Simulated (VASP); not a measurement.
# Nb3AlH4 (Pmmm) in VASP: single point with PBE

Aim: the single point of Nb3AlH4 with PBE.

Everything below comes from runs of VASP 6.6.1. Logs are shortened: lines on timing, memory, paths and dates and some standing lists are left out, and cuts for length are marked.

**1. The cell of the first run**

Symmetry: Pmmm, No. 47, orthorhombic system. Conventional cell: a = 3.145 Å, b = 3.168 Å, c = 8.570 Å, α = 90.00°, β = 90.00°, γ = 90.00°. Within 3.2 Å of Nb (site symmetry mmm) lie 12 H at 2.42 to 2.47 Å and 8 Nb at 3.01 to 3.17 Å. Nb (site symmetry mm2) has 6 H at 2.28 to 2.33 Å and 4 Al at 2.82 Å and 6 Nb at 3.01 to 3.17 Å within 3.2 Å. Within 3.2 Å of Al (site symmetry mmm) lie 2 H at 2.39 Å and 8 Nb at 2.82 Å and 4 Al at 3.14 to 3.17 Å. Within 2.5 Å of H (site symmetry mm2) lie 3 H at 1.85 Å and 6 Nb at 2.28 to 2.42 Å. H (site symmetry mm2) has 2 H at 1.85 Å and 6 Nb at 2.33 to 2.47 Å and 1 Al at 2.39 Å within 2.5 Å.

**2. Single point, PBE**

Contents of INCAR:

```
  PREC = Accurate
  ENCUT = 520
  EDIFF = 1E-7
  ISMEAR = -1
  SIGMA = 0.1445
  LREAL = F
  LASPH = T
  NELM = 100
  ALGO = Normal
  ISIF = 2
  LWAVE = F
  LCHARG = F
  GGA = PE
  NBANDS = 33
```

Contents of KPOINTS:

```
Automatic mesh
0
Gamma
  10 10 4
```

Contents of POSCAR:

```
Nb3AlH4
1.0
    3.1448550000      0.0000000000      0.0000000000
    0.0000000000      3.1684760000      0.0000000000
    0.0000000000      0.0000000000      8.5696130000
Nb Al H
3 1 4
Direct
    0.5000000000      0.0000000000      0.0000000000
    0.0000000000      0.0000000000      0.2992300000
    0.0000000000      0.0000000000      0.7007700000
    0.5000000000      0.5000000000      0.5000000000
    0.0000000000      0.5000000000      0.1077000000
    0.0000000000      0.5000000000      0.8923000000
    0.5000000000      0.5000000000      0.2214000000
    0.5000000000      0.5000000000      0.7786000000
```

Potentials or basis: VASP PAW PBE potentials, release 64 (Nb_sv, Al, H).

The run is started by

```bash
cat potpaw_PBE.64/Nb_sv/POTCAR potpaw_PBE.64/Al/POTCAR potpaw_PBE.64/H/POTCAR > POTCAR
mpirun -np 1 vasp_std > vasp.out
```

OUTCAR:

```text
PREC = Accurate
   ENCUT = 520
   EDIFF = 1E-7
   ISMEAR = -1
   LREAL = F
   LASPH = T
   NELM = 100
   ISIF = 2
   GGA = PE

 ion  position               nearest neighbor table
   1  0.500  0.000  0.000-   2 3.01   3 3.01   2 3.01   3 3.01
   2  0.000  0.000  0.299-   4 2.82   4 2.82   4 2.82   4 2.82   1 3.01   1 3.01
   3  0.000  0.000  0.701-   4 2.82   4 2.82   4 2.82   4 2.82   1 3.01   1 3.01
   4  0.500  0.500  0.500-   2 2.82   3 2.82   2 2.82   3 2.82   2 2.82   3 2.82   2 2.82   3 2.82

   5  0.000  0.500  0.108-
   6  0.000  0.500  0.892-
   7  0.500  0.500  0.221-
   8  0.500  0.500  0.779-

  LATTYP: Found a simple orthorhombic cell.
 ALAT       =     3.1448550000
 B/A-ratio  =     1.0075109981
 C/A-ratio  =     2.7249628361

  Lattice vectors:

 A1 = (   3.1448550000,   0.0000000000,   0.0000000000)
 A2 = (   0.0000000000,   3.1684760000,   0.0000000000)
 A3 = (   0.0000000000,   0.0000000000,   8.5696130000)

Analysis of symmetry for initial positions (statically):
=====================================================================
 Subroutine PRICEL returns:
 Original cell was already a primitive cell.

 Routine SETGRP: Setting up the symmetry group for a
 simple orthorhombic supercell.

 Subroutine GETGRP returns: Found  8 space group operations
 (whereof  8 operations were pure point group operations)
 out of a pool of  8 trial point group operations.

The static configuration has the point symmetry D_2h.

Analysis of symmetry for dynamics (positions and initial velocities):
=====================================================================
 Subroutine PRICEL returns:
 Original cell was already a primitive cell.

 Routine SETGRP: Setting up the symmetry group for a
 simple orthorhombic supercell.

 Subroutine GETGRP returns: Found  8 space group operations
 (whereof  8 operations were pure point group operations)
 out of a pool of  8 trial point group operations.

The dynamic configuration has the point symmetry D_2h.

 Subroutine INISYM returns: Found  8 space group operations
 (whereof  8 operations are pure point group operations),
 and found     1 'primitive' translations

----------------------------------------------------------------------------------------

                                     Primitive cell

  volume of cell :      85.3910

  direct lattice vectors                    reciprocal lattice vectors
     3.144855000  0.000000000  0.000000000     0.317979684  0.000000000  0.000000000
     0.000000000  3.168476000  0.000000000     0.000000000  0.315609145  0.000000000
     0.000000000  0.000000000  8.569613000     0.000000000  0.000000000  0.116691384

  length of vectors
     3.144855000  3.168476000  8.569613000     0.317979684  0.315609145  0.116691384

  position of ions in fractional coordinates (direct lattice)
     0.500000000  0.000000000  0.000000000
     0.000000000  0.000000000  0.299230000
     0.000000000  0.000000000  0.700770000
     0.500000000  0.500000000  0.500000000
     0.000000000  0.500000000  0.107700000
     0.000000000  0.500000000  0.892300000
     0.500000000  0.500000000  0.221400000
     0.500000000  0.500000000  0.778600000

  ion indices of the primitive-cell ions
   primitive index   ion index
                 1           1
                 2           2
                 3           3
                 4           4
                 5           5
                 6           6
                 7           7
                 8           8

----------------------------------------------------------------------------------------

 KPOINTS: Automatic mesh

Automatic generation of k-mesh.
 Grid dimensions read from file:
 generate k-points for:   10   10    4

 Generating k-lattice:

  Cartesian coordinates                     Fractional coordinates (reciprocal lattice)
     0.031797968  0.000000000  0.000000000     0.100000000  0.000000000  0.000000000
     0.000000000  0.031560914  0.000000000     0.000000000  0.100000000  0.000000000
     0.000000000  0.000000000  0.029172846     0.000000000  0.000000000  0.250000000

  Length of vectors
     0.031797968  0.031560914  0.029172846

  Shift w.r.t. Gamma in fractional coordinates (k-lattice)
     0.000000000  0.000000000  0.000000000

 Subroutine IBZKPT returns following result:
 ===========================================

 Found    108 irreducible k-points:

 Following reciprocal coordinates:
            Coordinates               Weight
  0.000000  0.000000  0.000000      1.000000
  0.100000  0.000000  0.000000      2.000000
  0.200000  0.000000  0.000000      2.000000
  0.300000  0.000000  0.000000      2.000000
  0.400000  0.000000  0.000000      2.000000
  0.500000  0.000000  0.000000      1.000000
[... 16 lines left out ...]
  0.400000  0.300000  0.000000      4.000000
  0.500000  0.300000  0.000000      2.000000
 [... further k-points ...]
   k-points           NKPTS =    108   k-points in BZ     NKDIM =    108   number of bands    NBANDS=     33
   number of dos      NEDOS =    301   number of ions     NIONS =      8
   total plane-waves  NPLWV =  36864
   dimension x,y,z NGX =    24 NGY =   24 NGZ =   64
   dimension x,y,z NGXF=    48 NGYF=   48 NGZF=  128
   ions per type =               3   1   4
   NGX,Y,Z   is equivalent  to a cutoff of  12.69, 12.59, 12.42 a.u.
   NGXF,Y,Z  is equivalent  to a cutoff of  25.37, 25.18, 24.83 a.u.
 SYSTEM =  unknown system
   PREC   = accura    normal or accurate (medium, high low for compatibility)
   ISTART =      0    job   : 0-new  1-cont  2-samecut
   ICHARG =      2    charge: 1-file 2-atom 10-const
   ISPIN  =      1    spin polarized calculation?
   LNONCOLLINEAR =      F non collinear calculations
   LSORBIT =      F    spin-orbit coupling
   LASPH  =      T    aspherical Exc in radial PAW
   ENCUT  =  520.0 eV  38.22 Ry    6.18 a.u.   5.85  5.89 15.93*2*pi/ulx,y,z
   NELM   =    100;   NELMIN=  2; NELMDL= -5     # of ELM steps
   EDIFF  = 0.1E-06   stopping-criterion for ELM
   LREAL  =      F    real-space projection
   EDIFFG = 0.1E-05   stopping-criterion for IOM
   NSW    =      0    number of steps for IOM
   IBRION =     -1    ionic relax: 0-MD 1-quasi-New 2-CG
   NFREE  =      0    steps in history (QN), initial steepest desc. (CG)
   ISIF   =      2    stress and relaxation
   ISYM   =      2    0-nonsym 1-usesym 2-fastsym
   POTIM  = 0.5000    time-step for ionic-motion
   TEBEG  =    0.0;   TEEND  =   0.0 temperature during run
   PSTRESS=    0.0 pullay stress
   NELECT =      46.0000    total number of electrons
   NUPDOWN=      -1.0000    fix difference up-down
   EMIN   =  10.00;   EMAX   =-10.00  energy-range for DOS
   EFERMI =   0.00;   METHOD = LEGACY
   ISMEAR =    -1;   SIGMA  =   0.14  broadening in eV -4-tet -1-fermi 0-gaus
   EFERMI_NEDOS =   21; number of points for ismear=-14 and -15
   IALGO  =     38    algorithm
   IMIX   =      4    mixing-type and parameters
     AMIX     =   0.40;   BMIX     =  1.00
     AMIX_MAG =   1.60;   BMIX_MAG =  1.00
  volume/ion in A,a.u.               =      10.67        72.03
  Fermi-wavevector in a.u.,A,eV,Ry     =   1.332059  2.517226 24.141910  1.774380
  Thomas-Fermi vector in A             =   2.461022
   LORBIT       =      0    0 simple, 1 ext, 2 COOP (PROOUT), +10 PAW based schemes
   GGA     = PE    functional components
   LHFCALC =     F    Hartree Fock is set to
   AEXX    =    0.0000 exact exchange contribution
   IVDW    =     0    specifies the selected vdW correction
   LEPSILON=     F    determine dielectric tensor
   LRPA    =     F    only Hartree local field effects (RPA)
 non-spin polarized calculation
  energy-cutoff  :      520.00
  volume of cell :       85.39
 maximum number of plane-waves:      2336
 NGX is ok and might be reduce to    24
   NGX = 11   NGY = 11   NGZ = 31

 number of electron      46.0000005 magnetization

 Free energy of the ion-electron system (eV)
  ---------------------------------------------------
  ext. energy  EPLUGINS =         0.00000000
  ---------------------------------------------------
  free energy    TOTEN  =       -45.58338343 eV

  energy without entropy =      -45.15388041  energy(sigma->0) =      -45.36863192

 E-fermi :   9.4833     XC(G=0): -11.6555

 val. band max:        9.4807100734   @ k =   0.0000   0.5000   0.5000
 cond. band min:       9.4848781596   @ k =   0.0000   0.4000   0.5000
 fundamental gap:      0.0041680862
 Fermi energy:         9.4833371346

 k-point     1 :       0.0000    0.0000    0.0000
  band No.  band energies     occupation
      1     -45.8203      2.00000
      2     -45.5486      2.00000
      3     -45.5477      2.00000
      4     -22.0479      2.00000
      5     -21.7491      2.00000
      6     -21.6919      2.00000
[... 25 lines left out ...]
     32      13.7564      0.00000
     33      13.7948      0.00000

 k-point     2 :       0.1000    0.0000    0.0000
  band No.  band energies     occupation
      1     -45.8164      2.00000
      2     -45.5452      2.00000
      3     -45.5450      2.00000
      4     -22.0362      2.00000
      5     -21.7608      2.00000
      6     -21.7451      2.00000
[... 25 lines left out ...]
     32      13.3557      0.00000
     33      13.6726      0.00000
[... 754 lines left out ...]
     32      13.3006      0.00000
     33      13.8062      0.00000

 k-point    24 :       0.5000    0.3000    0.0000
  band No.  band energies     occupation
      1     -45.7589      2.00000
      2     -45.4980      2.00000
      3     -45.4925      2.00000
      4     -22.0925      2.00000
      5     -21.9878      2.00000
      6     -21.9419      2.00000
[... 25 lines left out ...]
     32      13.5501      0.00000
     33      13.6494      0.00000

 [... further k-points ...]

------------------------ aborting loop because EDIFF is reached ----------------------------------------

  FORCE on cell =-STRESS in cart. coord.  units (eV):
  Direction    XX          YY          ZZ          XY          YZ          ZX
  --------------------------------------------------------------------------------------
  -------------------------------------------------------------------------------------
  Total       -3.9843677     -9.0288992     -2.2240334      0.0000000      0.0000000      0.0000000
  in kB      -74.7580100   -169.4076934    -41.7291593      0.0000000      0.0000000      0.0000000
  external PRESSURE =     -95.2982876 kB  Pullay stress =       0.0000000 kB

 VOLUME and BASIS-vectors are now :
 -----------------------------------------------------------------------------
  energy-cutoff  :      520.00
  volume of cell :       85.39
      direct lattice vectors                 reciprocal lattice vectors
     3.144855000  0.000000000  0.000000000     0.317979684  0.000000000  0.000000000
     0.000000000  3.168476000  0.000000000     0.000000000  0.315609145  0.000000000
     0.000000000  0.000000000  8.569613000     0.000000000  0.000000000  0.116691384

 POSITION                                       TOTAL-FORCE (eV/Angst)
 -----------------------------------------------------------------------------------
      1.57243      0.00000      0.00000        -0.000000      0.000000     -0.000000
      0.00000      0.00000      2.56429        -0.000000      0.000000     -1.232742
      0.00000      0.00000      6.00533         0.000000      0.000000      1.232742
      1.57243      1.58424      4.28481        -0.000000      0.000000     -0.000000
      0.00000      1.58424      0.92295        -0.000000     -0.000000     -0.048180
      0.00000      1.58424      7.64667        -0.000000      0.000000      0.048180
      1.57243      1.58424      1.89731        -0.000000     -0.000000      0.275107
      1.57243      1.58424      6.67230        -0.000000      0.000000     -0.275107
 -----------------------------------------------------------------------------------
    total drift:                                0.000000      0.000000     -0.000000

  FREE ENERGIE OF THE ION-ELECTRON SYSTEM (eV)
  ---------------------------------------------------
  free  energy   TOTEN  =       -45.5833834274 eV

  energy  without entropy=      -45.1538804068  energy(sigma->0) =      -45.36863192
```

Wall time 3.3 min (1 thread of Intel Xeon Platinum 8488C (Sapphire Rapids), shared host); peak memory 0.36 GiB.

Results:

```yaml
Free_energy: -45.5834 eV
Pressure: -9.5 GPa
Largest_force: 1.233 eV/Å
Band_gap_on_the_k_mesh: zero (bands 23 and 24 overlap by 1.25 eV)
```

Forces on the atoms (eV/Å):
```
Nb   0.000  0.000  0.000
Nb   0.000  0.000 -1.233
Nb   0.000  0.000  1.233
Al   0.000  0.000  0.000
H    0.000  0.000 -0.048
H    0.000  0.000  0.048
H    0.000  0.000  0.275
H    0.000  0.000 -0.275
```

Stress tensor (GPa, compression positive):
```
 -7.48   0.00   0.00
  0.00 -16.94   0.00
  0.00   0.00  -4.17
```

Levels at points of the mesh, in eV from the Fermi level:
```tsv
k point	band 21	band 22	band 23	band 24	band 25	band 26
(0.00, 0.00, 0.00)	-0.67	-0.23	0.10	0.25	0.38	1.77
(0.50, 0.00, 0.00)	-1.72	-1.47	-0.19	-0.15	-0.06	1.58
(0.00, 0.50, 0.00)	-1.52	-0.29	0.09	0.26	0.29	0.76
(0.50, 0.50, 0.00)	-0.92	-0.90	-0.78	-0.75	1.31	1.74
(0.00, 0.00, 0.50)	-0.65	-0.56	-0.29	1.23	1.35	1.63
(0.50, 0.00, 0.50)	-1.81	-1.68	-0.35	-0.07	0.21	0.98
(0.00, 0.50, 0.50)	-0.25	-0.15	0.00	0.03	0.30	0.45
(0.50, 0.50, 0.50)	-1.97	-0.03	0.50	0.62	1.11	1.36
```

Caveat: the stress differs along the axes, from -17 to -4 GPa; forces of over 1 eV/Å act on the atoms, so gaps and moduli don't describe the material at rest.
